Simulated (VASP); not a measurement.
# TaN (Pm) in VASP: single point with PBEsol

Aim: the single point of TaN with PBEsol.

All numbers are computed with VASP 6.6.1; they aren't measurements. Logs are shortened: lines on timing, memory, paths and dates and some standing lists are left out, and cuts for length are marked.

**1. The cell of the first run**

The structure is monoclinic, space group Pm (No. 6). Conventional cell: a = 3.048 Å, b = 4.918 Å, c = 3.048 Å, α = 90.00°, β = 120.00°, γ = 90.00°. Within 2.7 Å of Ta (site symmetry 1) lie 6 N at 2.07 to 2.23 Å and 2 Ta at 2.46 Å. N (site symmetry m) has 6 Ta at 2.07 to 2.21 Å within 2.7 Å. N (site symmetry m) has 6 Ta at 2.09 to 2.23 Å within 2.8 Å.

**2. Single point, PBEsol (all Ta atoms moved -0.100 Å, as atom 1 along Cartesian [1 1 0])**

INCAR

```
PREC = Accurate ; ENCUT = 520
EDIFF = 1E-6 ; ISMEAR = 0
SIGMA = 0.15 ; LREAL = F
LASPH = T ; NELM = 60
ALGO = Normal ; ISIF = 2
LWAVE = F ; LCHARG = F
GGA = PS ; NBANDS = 24
```

KPOINTS

```
regular mesh
0
Gamma
  18 18 10
```

POSCAR

```
TaN
1.0
    3.0480019786      0.0000000000      0.0000000000
   -1.5240009893      2.6396471442      0.0000000000
    0.0000000000      0.0000000000      4.9180000000
Ta N
2 2
Direct
   -0.0365929904     -0.0267879282      0.0000000000
   -0.0365929904     -0.0267879282      0.5000000000
    0.3333333333      0.6666666667      0.2500000000
    0.6666666667      0.3333333333      0.7500000000
```

Potentials or basis: VASP PAW PBE potentials, release 64 (Ta_pv, N).

Run with:

```
$ cat potpaw_PBE.64/Ta_pv/POTCAR potpaw_PBE.64/N/POTCAR > POTCAR
$ mpirun -np 1 vasp_std > vasp.out
```

OUTCAR:

```text
PREC = Accurate
   ENCUT = 520
   EDIFF = 1E-6
   ISMEAR = 0
   LREAL = F
   LASPH = T
   NELM = 60
   ISIF = 2
   GGA = PS

 ion  position               nearest neighbor table
   1  0.963  0.973  0.000-   3 2.07   4 2.09   4 2.13   3 2.17   3 2.21   4 2.23   2 2.46   2 2.46

   2  0.963  0.973  0.500-   3 2.07   4 2.09   4 2.13   3 2.17   3 2.21   4 2.23   1 2.46   1 2.46

   3  0.333  0.667  0.250-   1 2.07   2 2.07   1 2.17   2 2.17   1 2.21   2 2.21
   4  0.667  0.333  0.750-   1 2.09   2 2.09   1 2.13   2 2.13   1 2.23   2 2.23

  LATTYP: Found a hexagonal cell.
 ALAT       =     3.0480019786
 C/A-ratio  =     1.6135160130

  Lattice vectors:

 A1 = (   3.0480019786,   0.0000000000,   0.0000000000)
 A2 = (  -1.5240009893,   2.6396471442,   0.0000000000)
 A3 = (   0.0000000000,   0.0000000000,   4.9180000000)

Analysis of symmetry for initial positions (statically):
=====================================================================
 Subroutine PRICEL returns:
 Original cell was already a primitive cell.

 Routine SETGRP: Setting up the symmetry group for a
 hexagonal supercell.

 Subroutine GETGRP returns: Found  2 space group operations
 (whereof  1 operations were pure point group operations)
 out of a pool of 24 trial point group operations.

The static configuration has the point symmetry C_1 .
 The point group associated with its full space group is C_1h.

Analysis of symmetry for dynamics (positions and initial velocities):
=====================================================================
 Subroutine PRICEL returns:
 Original cell was already a primitive cell.

 Routine SETGRP: Setting up the symmetry group for a
 hexagonal supercell.

 Subroutine GETGRP returns: Found  2 space group operations
 (whereof  1 operations were pure point group operations)
 out of a pool of 24 trial point group operations.

The dynamic configuration has the point symmetry C_1 .
 The point group associated with its full space group is C_1h.

 Subroutine INISYM returns: Found  2 space group operations
 (whereof  1 operations are pure point group operations),
 and found     1 'primitive' translations

----------------------------------------------------------------------------------------

                                     Primitive cell

  volume of cell :      39.5685

  direct lattice vectors                    reciprocal lattice vectors
     3.048001979  0.000000000  0.000000000     0.328083777  0.189419257  0.000000000
    -1.524000989  2.639647144  0.000000000     0.000000000  0.378838513  0.000000000
     0.000000000  0.000000000  4.918000000     0.000000000  0.000000000  0.203334689

  length of vectors
     3.048001979  3.048001979  4.918000000     0.378838513  0.378838513  0.203334689

  position of ions in fractional coordinates (direct lattice)
     0.963407010  0.973212072  0.000000000
     0.963407010  0.973212072  0.500000000
     0.333333333  0.666666667  0.250000000
     0.666666667  0.333333333  0.750000000

  ion indices of the primitive-cell ions
   primitive index   ion index
                 1           1
                 2           2
                 3           3
                 4           4

----------------------------------------------------------------------------------------

 KPOINTS: regular mesh

Automatic generation of k-mesh.
 Grid dimensions read from file:
 generate k-points for:   18   18   10

 Generating k-lattice:

  Cartesian coordinates                     Fractional coordinates (reciprocal lattice)
     0.018226876  0.010523292  0.000000000     0.055555556  0.000000000  0.000000000
     0.000000000  0.021046584  0.000000000     0.000000000  0.055555556  0.000000000
     0.000000000  0.000000000  0.020333469     0.000000000  0.000000000  0.100000000

  Length of vectors
     0.021046584  0.021046584  0.020333469

  Shift w.r.t. Gamma in fractional coordinates (k-lattice)
     0.000000000  0.000000000  0.000000000

 Subroutine IBZKPT returns following result:
 ===========================================

 Found    984 irreducible k-points:

 Following reciprocal coordinates:
            Coordinates               Weight
  0.000000  0.000000  0.000000      1.000000
  0.055556  0.000000  0.000000      2.000000
  0.000000  0.055556  0.000000      2.000000
 -0.055556  0.055556  0.000000      2.000000
  0.111111  0.000000  0.000000      2.000000
  0.000000  0.111111  0.000000      2.000000
[... 16 lines left out ...]
  0.444444  0.000000  0.000000      2.000000
  0.000000  0.444444  0.000000      2.000000
 [... further k-points ...]
   k-points           NKPTS =    984   k-points in BZ     NKDIM =    984   number of bands    NBANDS=     24
   number of dos      NEDOS =    301   number of ions     NIONS =      4
   total plane-waves  NPLWV =  23040
   dimension x,y,z NGX =    24 NGY =   24 NGZ =   40
   dimension x,y,z NGXF=    48 NGYF=   48 NGZF=   80
   ions per type =               2   2
   NGX,Y,Z   is equivalent  to a cutoff of  13.09, 13.09, 13.52 a.u.
   NGXF,Y,Z  is equivalent  to a cutoff of  26.18, 26.18, 27.04 a.u.
 SYSTEM =  unknown system
   PREC   = accura    normal or accurate (medium, high low for compatibility)
   ISTART =      0    job   : 0-new  1-cont  2-samecut
   ICHARG =      2    charge: 1-file 2-atom 10-const
   ISPIN  =      1    spin polarized calculation?
   LNONCOLLINEAR =      F non collinear calculations
   LSORBIT =      F    spin-orbit coupling
   LASPH  =      T    aspherical Exc in radial PAW
   ENCUT  =  520.0 eV  38.22 Ry    6.18 a.u.   5.67  5.67  9.14*2*pi/ulx,y,z
   NELM   =     60;   NELMIN=  2; NELMDL= -5     # of ELM steps
   EDIFF  = 0.1E-05   stopping-criterion for ELM
   LREAL  =      F    real-space projection
   EDIFFG = 0.1E-04   stopping-criterion for IOM
   NSW    =      0    number of steps for IOM
   IBRION =     -1    ionic relax: 0-MD 1-quasi-New 2-CG
   NFREE  =      0    steps in history (QN), initial steepest desc. (CG)
   ISIF   =      2    stress and relaxation
   ISYM   =      2    0-nonsym 1-usesym 2-fastsym
   POTIM  = 0.5000    time-step for ionic-motion
   TEBEG  =    0.0;   TEEND  =   0.0 temperature during run
   PSTRESS=    0.0 pullay stress
   NELECT =      32.0000    total number of electrons
   NUPDOWN=      -1.0000    fix difference up-down
   EMIN   =  10.00;   EMAX   =-10.00  energy-range for DOS
   EFERMI =   0.00;   METHOD = LEGACY
   ISMEAR =     0;   SIGMA  =   0.15  broadening in eV -4-tet -1-fermi 0-gaus
   EFERMI_NEDOS =   21; number of points for ismear=-14 and -15
   IALGO  =     38    algorithm
   IMIX   =      4    mixing-type and parameters
     AMIX     =   0.40;   BMIX     =  1.00
     AMIX_MAG =   1.60;   BMIX_MAG =  1.00
  volume/ion in A,a.u.               =       9.89        66.76
  Fermi-wavevector in a.u.,A,eV,Ry     =   1.525252  2.882308 31.652508  2.326394
  Thomas-Fermi vector in A             =   2.633448
   LORBIT       =      0    0 simple, 1 ext, 2 COOP (PROOUT), +10 PAW based schemes
   GGA     = PS    functional components
   LHFCALC =     F    Hartree Fock is set to
   AEXX    =    0.0000 exact exchange contribution
   IVDW    =     0    specifies the selected vdW correction
   LEPSILON=     F    determine dielectric tensor
   LRPA    =     F    only Hartree local field effects (RPA)
 non-spin polarized calculation
 Gauss-broadening in eV      SIGMA  =   0.15
  energy-cutoff  :      520.00
  volume of cell :       39.57
 maximum number of plane-waves:      1093
   NGX = 11   NGY = 11   NGZ = 19

 number of electron      32.0000001 magnetization

 Free energy of the ion-electron system (eV)
  ---------------------------------------------------
  ext. energy  EPLUGINS =         0.00000000
  ---------------------------------------------------
  free energy    TOTEN  =       -44.20078434 eV

  energy without entropy =      -44.18092855  energy(sigma->0) =      -44.19085644

 E-fermi :   9.7242     XC(G=0): -13.9009

 val. band max:        9.7238384339   @ k =   0.3333   0.2222   0.2000
 cond. band min:       9.7250243187   @ k =   0.2222   0.1667   0.1000
 fundamental gap:      0.0011858849
 Fermi energy:         9.7242237960

 k-point     1 :       0.0000    0.0000    0.0000
  band No.  band energies     occupation
      1     -27.4135      2.00000
      2     -25.5311      2.00000
      3     -25.5290      2.00000
      4     -25.1479      2.00000
      5     -25.1472      2.00000
      6     -24.3456      2.00000
[... 16 lines left out ...]
     23      14.7881      0.00000
     24      16.3798      0.00000

 k-point     2 :       0.0556    0.0000    0.0000
  band No.  band energies     occupation
      1     -27.4065      2.00000
      2     -25.5612      2.00000
      3     -25.5355      2.00000
      4     -25.1708      2.00000
      5     -25.1522      2.00000
      6     -24.3429      2.00000
[... 16 lines left out ...]
     23      14.7835      0.00000
     24      16.3580      0.00000

 k-point     3 :       0.0000    0.0556    0.0000
  band No.  band energies     occupation
      1     -27.4065      2.00000
      2     -25.5607      2.00000
      3     -25.5360      2.00000
      4     -25.1708      2.00000
      5     -25.1523      2.00000
      6     -24.3429      2.00000
[... 16 lines left out ...]
     23      14.8070      0.00000
     24      16.3627      0.00000

 k-point     4 :      -0.0556    0.0556    0.0000
  band No.  band energies     occupation
      1     -27.4065      2.00000
      2     -25.5596      2.00000
      3     -25.5371      2.00000
      4     -25.1704      2.00000
      5     -25.1527      2.00000
      6     -24.3429      2.00000
[... 16 lines left out ...]
     23      14.8200      0.00000
     24      16.3675      0.00000

 k-point     5 :       0.1111    0.0000    0.0000
  band No.  band energies     occupation
      1     -27.3865      2.00000
      2     -25.6473      2.00000
      3     -25.5534      2.00000
      4     -25.2365      2.00000
      5     -25.1665      2.00000
      6     -24.3351      2.00000
[... 16 lines left out ...]
     23      14.8412      0.00000
     24      16.3199      0.00000

 k-point     6 :       0.0000    0.1111    0.0000
  band No.  band energies     occupation
      1     -27.3865      2.00000
      2     -25.6468      2.00000
      3     -25.5540      2.00000
      4     -25.2366      2.00000
      5     -25.1665      2.00000
      6     -24.3351      2.00000
[... 16 lines left out ...]
     23      14.8525      0.00000
     24      16.3345      0.00000
[... 379 lines left out ...]
 k-point    21 :       0.0000    0.3889    0.0000
  band No.  band energies     occupation
      1     -27.2060      2.00000
      2     -26.3490      2.00000
      3     -25.7888      2.00000
      4     -25.7095      2.00000
      5     -25.2904      2.00000
      6     -24.2656      2.00000
[... 16 lines left out ...]
     23      16.7950      0.00000
     24      17.0740      0.00000

 k-point    22 :      -0.3889    0.3889    0.0000
  band No.  band energies     occupation
      1     -27.2063      2.00000
      2     -26.3482      2.00000
      3     -25.7891      2.00000
      4     -25.7111      2.00000
      5     -25.2913      2.00000
      6     -24.2653      2.00000
[... 16 lines left out ...]
     23      16.7058      0.00000
     24      17.0500      0.00000

 k-point    23 :       0.4444    0.0000    0.0000
  band No.  band energies     occupation
      1     -27.1848      2.00000
      2     -26.4230      2.00000
      3     -25.8476      2.00000
      4     -25.7256      2.00000
      5     -25.3036      2.00000
      6     -24.2581      2.00000
[... 16 lines left out ...]
     23      16.4044      0.00000
     24      17.1447      0.00000

 k-point    24 :       0.0000    0.4444    0.0000
  band No.  band energies     occupation
      1     -27.1852      2.00000
      2     -26.4227      2.00000
      3     -25.8484      2.00000
      4     -25.7268      2.00000
      5     -25.3042      2.00000
      6     -24.2577      2.00000
[... 16 lines left out ...]
     23      16.2659      0.00000
     24      17.1583      0.00000

 [... further k-points ...]

------------------------ aborting loop because EDIFF is reached ----------------------------------------

  FORCE on cell =-STRESS in cart. coord.  units (eV):
  Direction    XX          YY          ZZ          XY          YZ          ZX
  --------------------------------------------------------------------------------------
  -------------------------------------------------------------------------------------
  Total        5.6237665      5.6161896     27.1432012      0.0857664      0.0000000      0.0000000
  in kB      227.7132065    227.4064085   1099.0615218      3.4727879      0.0000000      0.0000000
  external PRESSURE =     518.0603789 kB  Pullay stress =       0.0000000 kB

 VOLUME and BASIS-vectors are now :
 -----------------------------------------------------------------------------
  energy-cutoff  :      520.00
  volume of cell :       39.57
      direct lattice vectors                 reciprocal lattice vectors
     3.048001979  0.000000000  0.000000000     0.328083777  0.189419257  0.000000000
    -1.524000989  2.639647144  0.000000000     0.000000000  0.378838513  0.000000000
     0.000000000  0.000000000  4.918000000     0.000000000  0.000000000  0.203334689

 POSITION                                       TOTAL-FORCE (eV/Angst)
 -----------------------------------------------------------------------------------
      1.45329      2.56894      0.00000         0.897932      0.899714     -0.048272
      1.45329      2.56894      2.45900         0.897932      0.899714      0.048272
     -0.00000      1.75976      1.22950        -1.218545     -0.896102      0.000000
      1.52400      0.87988      3.68850        -0.577319     -0.903325      0.000000
 -----------------------------------------------------------------------------------
    total drift:                               -0.000292     -0.000252      0.000000

  FREE ENERGIE OF THE ION-ELECTRON SYSTEM (eV)
  ---------------------------------------------------
  free  energy   TOTEN  =       -44.2007843412 eV

  energy  without entropy=      -44.1809285478  energy(sigma->0) =      -44.19085644
```

Wall time 16 min (1 thread of Intel Xeon Platinum 8259CL at 2.50GHz (Skylake/Cascade Lake), shared host); peak memory 0.81 GiB.

What came out:

- Free energy: -44.2008 eV
- Pressure: 51.8 GPa
- Largest force: 1.513 eV/Å
- Band gap on the k mesh: zero (bands 16 and 17 overlap by 2.30 eV)

Forces on the atoms (eV/Å):
```
Ta   0.898  0.900 -0.048
Ta   0.898  0.900  0.048
N   -1.219 -0.896  0.000
N   -0.577 -0.903  0.000
```

Levels at points of the mesh, in eV from the Fermi level:
| k point | band 13 | band 14 | band 15 | band 16 | band 17 | band 18 | band 19 | band 20 |
| --- | --- | --- | --- | --- | --- | --- | --- | --- |
| (0.00, 0.00, 0.00) | -3.92 | -3.82 | -3.81 | -1.53 | -1.52 | -0.63 | -0.37 | 2.79 |
| (0.50, 0.00, 0.00) | -5.15 | -5.14 | -4.30 | 0.26 | 1.57 | 2.45 | 3.87 | 4.64 |
| (0.00, 0.50, 0.00) | -5.42 | -5.15 | -4.03 | 0.21 | 1.58 | 2.41 | 3.86 | 4.65 |
| (0.50, 0.50, 0.00) | -5.65 | -5.16 | -3.84 | 0.16 | 1.59 | 2.36 | 3.85 | 4.65 |
| (0.00, 0.00, 0.50) | -6.23 | -6.13 | -0.45 | -0.33 | -0.06 | 0.12 | 0.30 | 0.34 |
| (0.50, 0.00, 0.50) | -6.11 | -6.02 | -1.61 | -1.46 | 3.03 | 3.05 | 3.29 | 3.38 |
| (0.00, 0.50, 0.50) | -6.02 | -5.89 | -1.61 | -1.51 | 3.02 | 3.03 | 3.29 | 3.37 |
| (0.50, 0.50, 0.50) | -5.91 | -5.85 | -1.60 | -1.57 | 3.01 | 3.02 | 3.29 | 3.33 |

Caveat: the cell differs from its parent crystal (all Ta atoms moved -0.100 Å, as atom 1 along Cartesian [1 1 0]); the cell stands under pressure; the PAW data sets were made with another functional, which shifts forces and pressure a little; spin-orbit coupling is left out, which moves the levels of the heavy elements.
